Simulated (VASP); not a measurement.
# AlN (zincblende type) in VASP: further runs

The runs below take AlN (zincblende type) through single point, relaxation of cell and atoms, with PBE.

All numbers are computed with VASP 6.6.1; they aren't measurements. Logs are shortened: lines on timing, memory, paths and dates and some standing lists are left out, and cuts for length are marked.

### Step 1. The cell of the first run

The structure is cubic, space group F-43m (No. 216). Conventional cell: a = 4.403 Å, b = 4.403 Å, c = 4.403 Å, α = 90.00°, β = 90.00°, γ = 90.00°. Within 2.5 Å of Al (site symmetry -43m) lie 4 N at 1.91 Å. N (site symmetry -43m) has 4 Al at 1.91 Å within 2.5 Å.

### Step 2. Single point, PBE

Input file INCAR:

```
PREC = Accurate
ENCUT = 520
EDIFF = 1E-6
ISMEAR = -1
SIGMA = 0.08
LREAL = False
LASPH = True
NELM = 80
ALGO = Normal
ISIF = 2
LWAVE = False
LCHARG = False
GGA = PE
NBANDS = 11
```

Input file KPOINTS:

```
regular mesh
0
Gamma
  10 10 10
```

Input file POSCAR:

```
AlN
1.0
    0.0000000000      2.2016024868      2.2016024868
    2.2016024868      0.0000000000      2.2016024868
    2.2016024868      2.2016024868      0.0000000000
Al N
1 1
Direct
    0.0000000000      0.0000000000      0.0000000000
    0.2500000000      0.2500000000      0.2500000000
```

Potentials or basis: VASP PAW PBE potentials, release 64 (Al, N).

Run with:

```console
cat potpaw_PBE.64/Al/POTCAR potpaw_PBE.64/N/POTCAR > POTCAR
mpirun -np 1 vasp_std > vasp.out
```

OUTCAR:

```text
PREC = Accurate
   ENCUT = 520
   EDIFF = 1E-6
   ISMEAR = -1
   LREAL = False
   LASPH = True
   NELM = 80
   ISIF = 2
   GGA = PE

 ion  position               nearest neighbor table
   1  0.000  0.000  0.000-   2 1.91   2 1.91   2 1.91   2 1.91
   2  0.250  0.250  0.250-   1 1.91   1 1.91   1 1.91   1 1.91

  LATTYP: Found a face centered cubic cell.
 ALAT       =     4.4032049736

  Lattice vectors:

 A1 = (   0.0000000000,   2.2016024868,   2.2016024868)
 A2 = (   2.2016024868,   0.0000000000,   2.2016024868)
 A3 = (   2.2016024868,   2.2016024868,   0.0000000000)

Analysis of symmetry for initial positions (statically):
=====================================================================
 Subroutine PRICEL returns:
 Original cell was already a primitive cell.

 Routine SETGRP: Setting up the symmetry group for a
 face centered cubic supercell.

 Subroutine GETGRP returns: Found 24 space group operations
 (whereof 24 operations were pure point group operations)
 out of a pool of 48 trial point group operations.

The static configuration has the point symmetry T_d .

Analysis of symmetry for dynamics (positions and initial velocities):
=====================================================================
 Subroutine PRICEL returns:
 Original cell was already a primitive cell.

 Routine SETGRP: Setting up the symmetry group for a
 face centered cubic supercell.

 Subroutine GETGRP returns: Found 24 space group operations
 (whereof 24 operations were pure point group operations)
 out of a pool of 48 trial point group operations.

The dynamic configuration has the point symmetry T_d .

 Subroutine INISYM returns: Found 24 space group operations
 (whereof 24 operations are pure point group operations),
 and found     1 'primitive' translations

----------------------------------------------------------------------------------------

                                     Primitive cell

  volume of cell :      21.3426

  direct lattice vectors                    reciprocal lattice vectors
     0.000000000  2.201602487  2.201602487    -0.227107302  0.227107302  0.227107302
     2.201602487  0.000000000  2.201602487     0.227107302 -0.227107302  0.227107302
     2.201602487  2.201602487  0.000000000     0.227107302  0.227107302 -0.227107302

  length of vectors
     3.113536096  3.113536096  3.113536096     0.393361385  0.393361385  0.393361385

  position of ions in fractional coordinates (direct lattice)
     0.000000000  0.000000000  0.000000000
     0.250000000  0.250000000  0.250000000

  ion indices of the primitive-cell ions
   primitive index   ion index
                 1           1
                 2           2

----------------------------------------------------------------------------------------

 KPOINTS: regular mesh

Automatic generation of k-mesh.
 Grid dimensions read from file:
 generate k-points for:   10   10   10

 Generating k-lattice:

  Cartesian coordinates                     Fractional coordinates (reciprocal lattice)
    -0.022710730  0.022710730  0.022710730     0.100000000  0.000000000  0.000000000
     0.022710730 -0.022710730  0.022710730     0.000000000  0.100000000  0.000000000
     0.022710730  0.022710730 -0.022710730     0.000000000  0.000000000  0.100000000

  Length of vectors
     0.039336139  0.039336139  0.039336139

  Shift w.r.t. Gamma in fractional coordinates (k-lattice)
     0.000000000  0.000000000  0.000000000

 Subroutine IBZKPT returns following result:
 ===========================================

 Found     47 irreducible k-points:

 Following reciprocal coordinates:
            Coordinates               Weight
  0.000000  0.000000  0.000000      1.000000
  0.100000  0.000000  0.000000      8.000000
  0.200000  0.000000  0.000000      8.000000
  0.300000  0.000000  0.000000      8.000000
  0.400000  0.000000  0.000000      8.000000
  0.500000  0.000000  0.000000      4.000000
[... 16 lines left out ...]
  0.300000  0.300000  0.000000      6.000000
  0.400000  0.300000  0.000000     24.000000
 [... further k-points ...]
   k-points           NKPTS =     47   k-points in BZ     NKDIM =     47   number of bands    NBANDS=     11
   number of dos      NEDOS =    301   number of ions     NIONS =      2
   total plane-waves  NPLWV =  13824
   dimension x,y,z NGX =    24 NGY =   24 NGZ =   24
   dimension x,y,z NGXF=    48 NGYF=   48 NGZF=   48
   ions per type =               1   1
   NGX,Y,Z   is equivalent  to a cutoff of  12.81, 12.81, 12.81 a.u.
   NGXF,Y,Z  is equivalent  to a cutoff of  25.63, 25.63, 25.63 a.u.
 SYSTEM =  unknown system
   PREC   = accura    normal or accurate (medium, high low for compatibility)
   ISTART =      0    job   : 0-new  1-cont  2-samecut
   ICHARG =      2    charge: 1-file 2-atom 10-const
   ISPIN  =      1    spin polarized calculation?
   LNONCOLLINEAR =      F non collinear calculations
   LSORBIT =      F    spin-orbit coupling
   LASPH  =      T    aspherical Exc in radial PAW
   ENCUT  =  520.0 eV  38.22 Ry    6.18 a.u.   5.79  5.79  5.79*2*pi/ulx,y,z
   NELM   =     80;   NELMIN=  2; NELMDL= -5     # of ELM steps
   EDIFF  = 0.1E-05   stopping-criterion for ELM
   LREAL  =      F    real-space projection
   EDIFFG = 0.1E-04   stopping-criterion for IOM
   NSW    =      0    number of steps for IOM
   IBRION =     -1    ionic relax: 0-MD 1-quasi-New 2-CG
   NFREE  =      0    steps in history (QN), initial steepest desc. (CG)
   ISIF   =      2    stress and relaxation
   ISYM   =      2    0-nonsym 1-usesym 2-fastsym
   POTIM  = 0.5000    time-step for ionic-motion
   TEBEG  =    0.0;   TEEND  =   0.0 temperature during run
   PSTRESS=    0.0 pullay stress
   NELECT =       8.0000    total number of electrons
   NUPDOWN=      -1.0000    fix difference up-down
   EMIN   =  10.00;   EMAX   =-10.00  energy-range for DOS
   EFERMI =   0.00;   METHOD = LEGACY
   ISMEAR =    -1;   SIGMA  =   0.08  broadening in eV -4-tet -1-fermi 0-gaus
   EFERMI_NEDOS =   21; number of points for ismear=-14 and -15
   IALGO  =     38    algorithm
   IMIX   =      4    mixing-type and parameters
     AMIX     =   0.40;   BMIX     =  1.00
     AMIX_MAG =   1.60;   BMIX_MAG =  1.00
  volume/ion in A,a.u.               =      10.67        72.01
  Fermi-wavevector in a.u.,A,eV,Ry     =   1.180382  2.230599 18.957021  1.393302
  Thomas-Fermi vector in A             =   2.316675
   LORBIT       =      0    0 simple, 1 ext, 2 COOP (PROOUT), +10 PAW based schemes
   GGA     = PE    functional components
   LHFCALC =     F    Hartree Fock is set to
   AEXX    =    0.0000 exact exchange contribution
   IVDW    =     0    specifies the selected vdW correction
   LEPSILON=     F    determine dielectric tensor
   LRPA    =     F    only Hartree local field effects (RPA)
 non-spin polarized calculation
  energy-cutoff  :      520.00
  volume of cell :       21.34
 maximum number of plane-waves:       589
   NGX = 11   NGY = 11   NGZ = 11

 number of electron       8.0000001 magnetization

 Free energy of the ion-electron system (eV)
  ---------------------------------------------------
  ext. energy  EPLUGINS =         0.00000000
  ---------------------------------------------------
  free energy    TOTEN  =       -14.84742381 eV

  energy without entropy =      -14.84742381  energy(sigma->0) =      -14.84742381

 E-fermi :   7.4929     XC(G=0): -10.8290

 val. band max:        5.7449292393   @ k =   0.0000   0.0000   0.0000
 cond. band min:       9.0498156372   @ k =   0.5000   0.5000   0.0000
 fundamental gap:      3.3048863979
 Fermi energy:         7.4928804201

 k-point     1 :       0.0000    0.0000    0.0000
  band No.  band energies     occupation
      1      -9.0975      2.00000
      2       5.7449      2.00000
      3       5.7449      2.00000
      4       5.7449      2.00000
      5       9.7291      0.00000
      6      18.0684      0.00000
      7      18.0684      0.00000
      8      18.0684      0.00000
      9      23.2413      0.00000
     10      23.2413      0.00000
     11      24.5967      0.00000

 k-point     2 :       0.1000    0.0000    0.0000
  band No.  band energies     occupation
      1      -8.9554      2.00000
      2       4.9338      2.00000
      3       5.6936      2.00000
      4       5.6936      2.00000
      5      10.3963      0.00000
      6      17.6811      0.00000
      7      18.1993      0.00000
      8      18.1993      0.00000
      9      22.0033      0.00000
     10      22.0033      0.00000
     11      23.8191      0.00000

 k-point     3 :       0.2000    0.0000    0.0000
  band No.  band energies     occupation
      1      -8.5510      2.00000
      2       3.3497      2.00000
      3       5.5656      2.00000
      4       5.5656      2.00000
      5      11.5214      0.00000
      6      16.8889      0.00000
      7      18.1489      0.00000
      8      18.1489      0.00000
      9      21.4631      0.00000
     10      21.4631      0.00000
     11      22.9427      0.00000

 k-point     4 :       0.3000    0.0000    0.0000
  band No.  band energies     occupation
      1      -7.9655      2.00000
      2       1.7369      2.00000
      3       5.4189      2.00000
      4       5.4189      2.00000
      5      12.3622      0.00000
      6      16.1501      0.00000
      7      17.5290      0.00000
      8      17.5290      0.00000
      9      22.4732      0.00000
     10      22.4732      0.00000
     11      22.7242      0.00000
[... 239 lines left out ...]
 k-point    22 :      -0.2000    0.2000    0.0000
  band No.  band energies     occupation
      1      -7.7731      2.00000
      2       2.0306      2.00000
      3       4.0810      2.00000
      4       5.4901      2.00000
      5      13.1231      0.00000
      6      15.5196      0.00000
      7      16.9225      0.00000
      8      18.0683      0.00000
      9      20.5191      0.00000
     10      23.8866      0.00000
     11      26.8201      0.00000

 k-point    23 :       0.3000    0.3000    0.0000
  band No.  band energies     occupation
      1      -7.6013      2.00000
      2       2.2615      2.00000
      3       4.5238      2.00000
      4       4.5238      2.00000
      5      10.9969      0.00000
      6      15.2764      0.00000
      7      17.3759      0.00000
      8      19.9733      0.00000
      9      19.9733      0.00000
     10      25.8921      0.00000
     11      29.1041      0.00000

 k-point    24 :       0.4000    0.3000    0.0000
  band No.  band energies     occupation
      1      -7.1556      2.00000
      2       1.6451      2.00000
      3       4.0693      2.00000
      4       4.3623      2.00000
      5      10.6066      0.00000
      6      15.1168      0.00000
      7      17.7146      0.00000
      8      20.0695      0.00000
      9      20.5610      0.00000
     10      26.7822      0.00000
     11      28.8930      0.00000

 [... further k-points ...]
[... 5 lines left out ...]
  --------------------------------------------------------------------------------------
  -------------------------------------------------------------------------------------
  Total       -0.0384900     -0.0384900     -0.0384900      0.0000000      0.0000000     -0.0000000
  in kB       -2.8894279     -2.8894279     -2.8894279      0.0000000      0.0000000     -0.0000000
  external PRESSURE =      -2.8894279 kB  Pullay stress =       0.0000000 kB

 VOLUME and BASIS-vectors are now :
 -----------------------------------------------------------------------------
  energy-cutoff  :      520.00
  volume of cell :       21.34
      direct lattice vectors                 reciprocal lattice vectors
     0.000000000  2.201602487  2.201602487    -0.227107302  0.227107302  0.227107302
     2.201602487  0.000000000  2.201602487     0.227107302 -0.227107302  0.227107302
     2.201602487  2.201602487  0.000000000     0.227107302  0.227107302 -0.227107302

 POSITION                                       TOTAL-FORCE (eV/Angst)
 -----------------------------------------------------------------------------------
      0.00000      0.00000      0.00000        -0.000000     -0.000000     -0.000000
      1.10080      1.10080      1.10080         0.000000      0.000000      0.000000
 -----------------------------------------------------------------------------------
    total drift:                                0.000000      0.000000      0.000000

  FREE ENERGIE OF THE ION-ELECTRON SYSTEM (eV)
  ---------------------------------------------------
  free  energy   TOTEN  =       -14.8474238116 eV

  energy  without entropy=      -14.8474238115  energy(sigma->0) =      -14.84742381
```

Run time: 3.5 s. Hardware: 1 thread of Intel Xeon 6975P-C (Granite Rapids), shared host; peak memory 0.13 GiB.

What came out:

* Free energy: -14.8474 eV
* Pressure: -0.3 GPa
* Band gap on the k mesh: 3.30 eV, indirect (least direct gap 3.98 eV)

### Step 3. Single point, PBE

Input file INCAR:

```
PREC = Accurate
ENCUT = 520
EDIFF = 1E-6
ISMEAR = -1
SIGMA = 0.08
LREAL = F
LASPH = T
NELM = 80
ALGO = Normal
ISIF = 2
LWAVE = F
LCHARG = F
GGA = PE
NBANDS = 11
```

Input file KPOINTS:

```
regular mesh
0
Gamma
  13 13 13
```

POSCAR is that of step 2.

Potentials or basis: VASP PAW PBE potentials, release 64 (Al, N).

Run with:

```console
cat potpaw_PBE.64/Al/POTCAR potpaw_PBE.64/N/POTCAR > POTCAR
mpirun -np 1 vasp_std > vasp.out
```

Wall time 5.5 s (1 thread of Intel Xeon 6975P-C (Granite Rapids), shared host); peak memory 0.14 GiB.

The run converged. Its results:

| Quantity | Value |
| --- | --- |
| Free energy | -14.8474 eV |
| Pressure | -0.3 GPa |
| Band gap on the k mesh | 3.39 eV, indirect (least direct gap 3.98 eV) |

Levels at points of the mesh, in eV from the valence-band top:
```
           k point  band 1  band 2  band 3  band 4  band 5  band 6  band 7  band 8
(0.00, 0.00, 0.00)  -14.84    0.00    0.00    0.00    3.98   12.32   12.32   12.32
```

### Step 4. Single point, PBE

Input file INCAR:

```
  PREC = Accurate
  ENCUT = 520
  EDIFF = 1E-6
  ISMEAR = -1
  SIGMA = 0.08
  LREAL = False
  LASPH = True
  NELM = 100
  ALGO = Normal
  ISIF = 2
  LWAVE = False
  LCHARG = False
  GGA = PE
  NBANDS = 11
```

Input file KPOINTS:

```
regular mesh
0
Gamma
  18 18 18
```

POSCAR is that of step 3.

Run with:

```console
cat potpaw_PBE.64/Al/POTCAR potpaw_PBE.64/N/POTCAR > POTCAR
mpirun -np 1 vasp_std > vasp.out
```

It took 11 s on 1 thread of Intel Xeon 6975P-C (Granite Rapids), shared host; peak memory 0.16 GiB.

It converged, with:

| Property | Result |
| --- | --- |
| Free energy | -14.8474 eV |
| Pressure | -0.3 GPa |
| Band gap on the k mesh | 3.30 eV, indirect (least direct gap 3.98 eV) |

Levels at points of the mesh, in eV from the valence-band top:
| k point | band 2 | band 3 | band 4 | band 5 | band 6 | band 7 |
| --- | --- | --- | --- | --- | --- | --- |
| (0.00, 0.00, 0.00) | 0.00 | 0.00 | 0.00 | 3.98 | 12.32 | 12.32 |
| (0.50, 0.00, 0.00) | -5.75 | -0.48 | -0.48 | 7.16 | 9.70 | 11.00 |
| (0.50, 0.50, 0.00) | -4.83 | -1.75 | -1.75 | 3.30 | 8.47 | 13.64 |

A k mesh can miss the band edges. Expect the measured gap to be larger: semilocal functionals such as PBE lack the derivative discontinuity.

(Continued in part 2 of 2.)
